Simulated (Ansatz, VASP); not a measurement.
# BAs in VASP and in Ansatz

```
B As
1.0
     0.00000    2.22040    2.22040
     2.22040    0.00000    2.22040
     2.22040    2.22040    0.00000
B As
1 1
Cartesian
  0.0000 0.0000 0.0000
  1.1102 1.1102 1.1102
```

Change from the starting cell: volume scaled by 0.8, PAW files.

Alike in both runs: task single point; functional r2SCAN; k mesh 15 × 15 × 15; occupations fermi-dirac, width 0.05 eV; no spin polarisation.

```csv
,VASP,Ansatz
version,VASP 6.6.1,Ansatz 0.2.0
potentials or method,"VASP PAW PBE potentials, release 64 (B, As)","PAW with Ansatz's default frozen-core files, scalar-relativistic"
plane-wave cutoff (eV),520,500
valence electrons in the cell,8,18
```

|  | VASP | Ansatz | Ansatz less VASP |
| --- | --- | --- | --- |
| pressure (GPa) | 50.3 | 49.0 | -1.28 |

VASP's potentials were made for PBE, not for r2SCAN. Both programs put the cell under a high pressure, so it lies far from rest at this level. VASP's potentials hold 8 valence electrons a cell and Ansatz's 18, so a difference there can come from the potentials and not from the codes.
